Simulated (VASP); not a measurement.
# ZnCu2SnSe4: relaxation of cell and atoms with PBEsol

ZnCu2SnSe4:

```xyz
8
Lattice="-2.8856 2.8856 5.7398 2.8856 -2.8856 5.7398 2.8856 2.8856 -5.7398" Properties=species:S:1:pos:R:3 pbc="T T T"
Zn    0.0000    2.8856    2.8699
Cu    2.8856    0.0000    2.8699
Cu    0.0000    0.0000    0.0000
Sn    0.0000    0.0000    5.7398
Se    1.5381    1.4990    4.2477
Se    1.3475    1.3866   -1.4921
Se   -1.4990    1.5381    7.2320
Se    4.3846    1.3475    1.4921
```

* Program: VASP 6.6.1
* Task: relaxation of cell and atoms
* Functional: PBEsol
* Potentials or basis: VASP PAW PBE potentials, release 64 (Zn, Cu, Sn_d, Se)
* Cutoff: 600 eV
* k mesh: 10 × 10 × 10
* Occupations: methfessel-paxton, width 0.1 eV
* Spin: no spin polarisation
* Further INCAR settings: ALGO = Normal; EDIFF = 1e-06; IBRION = 2; EDIFFG = -0.01; NSW = 90; ISIF = 3

```
Relaxed volume                        : 22.73 Å³/atom
Relaxed cell                          : a = 6.933 Å, b = 6.933 Å, c = 6.933 Å, α = 131.72°, β = 131.72°, γ = 70.67°
Space group after relaxing (to 0.1 Å) : I-4 (No. 82)
Energy gained by relaxing             : 11.9 meV/atom
Ionic steps                           : 8
Pressure after relaxing               : 0.0 GPa
Largest force after relaxing          : 0.007 eV/Å
Band gap on the k mesh                : 0.03 eV
```

Forces in eV/Å, atoms in the order of the input:
```
Zn   0.000  0.000  0.000
Cu   0.000  0.000  0.000
Cu   0.000  0.000  0.000
Sn   0.000  0.000  0.000
Se   0.004  0.001  0.005
Se  -0.004 -0.001  0.005
Se  -0.001  0.004 -0.005
Se   0.001 -0.004 -0.005
```

Stress tensor (GPa, compression positive):
```
-0.05  0.00  0.00
 0.00 -0.05  0.00
 0.00  0.00  0.02
```

Step by step:
```csv
step,energy change (eV),largest force (eV/Å),pressure (GPa),volume (Å³)
1,0.0000,0.1306,-2.87,191.18
2,-0.0828,0.1828,0.93,179.59
3,-0.0890,0.1702,0.06,181.87
4,-0.0933,0.0976,0.02,181.79
5,-0.0954,0.0202,-0.01,181.67
6,-0.0954,0.0130,0.05,181.68
7,-0.0954,0.0123,0.04,181.69
8,-0.0955,0.0069,-0.03,181.86
```

Final structure:
```yaml
crystal:
  lattice:
    - [-2.83520, 2.83520, 5.65589]
    - [2.83520, -2.83520, 5.65589]
    - [2.83520, 2.83520, -5.65589]
  atoms:
    - { symbol: Zn, position: [0.75000, 0.25000, 0.50000] }
    - { symbol: Cu, position: [0.25000, 0.75000, 0.50000] }
    - { symbol: Cu, position: [0.00000, 0.00000, 0.00000] }
    - { symbol: Sn, position: [0.50000, 0.50000, 0.00000] }
    - { symbol: Se, position: [0.62982, 0.63963, 0.53082] }
    - { symbol: Se, position: [0.10881, 0.09901, 0.46918] }
    - { symbol: Se, position: [0.90099, 0.37018, 0.00981] }
    - { symbol: Se, position: [0.36037, 0.89119, 0.99019] }
```

Levels at points of the mesh, in eV from the valence-band top:
```tsv
k point	band 33	band 34	band 35	band 36	band 37	band 38	band 39	band 40
(0.00, 0.00, 0.00)	-1.67	-0.25	0.00	0.00	0.03	1.60	2.24	3.37
(0.50, 0.00, 0.00)	-1.31	-1.28	-1.19	-0.61	1.37	2.71	2.91	3.81
(0.50, 0.50, 0.00)	-0.93	-0.81	-0.60	-0.42	0.15	1.80	2.58	3.63
(0.50, 0.50, 0.50)	-1.22	-1.22	-0.98	-0.98	0.85	1.65	1.65	1.90
```

Wall time 33 min on 4 MPI ranks on Intel(R) Xeon(R) Platinum 8488C (Sapphire Rapids), on a shared host, peak memory 1.6 GiB a rank.

Caveat: the PAW data sets were made with another functional, which shifts forces and pressure a little; spin-orbit coupling is left out, which moves the levels of the heavy elements. A k mesh can miss the band edges.
